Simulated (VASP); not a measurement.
A run of VASP 6.6.1:

File POSCAR:

```
ZrO2
1.0
    3.6644780919      0.0000000000      0.0000000000
    0.0000000000      3.6014526702      0.0000000000
    0.0000000000      0.0000000000      5.2281148382
Zr O
2 4
Direct
    0.0000000000      0.0000000000      0.0000000000
    0.5000000000      0.5000000000      0.5000000000
    0.0000000000      0.5000000000      0.1967750457
    0.0000000000      0.5000000000      0.6967750457
    0.5000000000      0.0000000000      0.3032249543
    0.5000000000      0.0000000000      0.8032249543
```

The input INCAR.step1:

```
PREC = Accurate
ENCUT = 660
ISMEAR = 0
SIGMA = 0.05
LREAL = F
LASPH = T
NELM = 120
NBANDS = 33
GGA = PE
ALGO = Normal
EDIFF = 1E-5
LWAVE = T
LCHARG = F
GGA_COMPAT = F
```

Contents of INCAR.step2:

```
PREC = Accurate
ENCUT = 660
EDIFF = 1E-6
ISMEAR = 0
SIGMA = 0.05
LREAL = F
LASPH = T
NELM = 120
ALGO = Normal
ISIF = 2
LWAVE = F
LCHARG = F
METAGGA = R2SCAN
LMIXTAU = T
NBANDS = 33
ISTART = 1
GGA_COMPAT = F
```

The input KPOINTS:

```
Automatic mesh
0
Gamma
  6 6 6
```

Potentials or basis: VASP PAW PBE potentials, release 64 (Zr_sv, O).

Command:

```console
$ cat potpaw_PBE.64/Zr_sv/POTCAR potpaw_PBE.64/O/POTCAR > POTCAR
$ cp INCAR.step1 INCAR
$ mpirun -np 1 vasp_std > vasp.out
$ cp INCAR.step2 INCAR
$ mpirun -np 1 vasp_std > vasp.out
```

Hardware: 1 thread of Oxide Virtual Turin-like Processor, with other jobs on the host.

Problem. Estimate the wall time of this run.

Solution. It took 13 min on 1 thread of Oxide Virtual Turin-like Processor, with other jobs on the host, peak memory 0.29 GiB. Counts: k points 64.
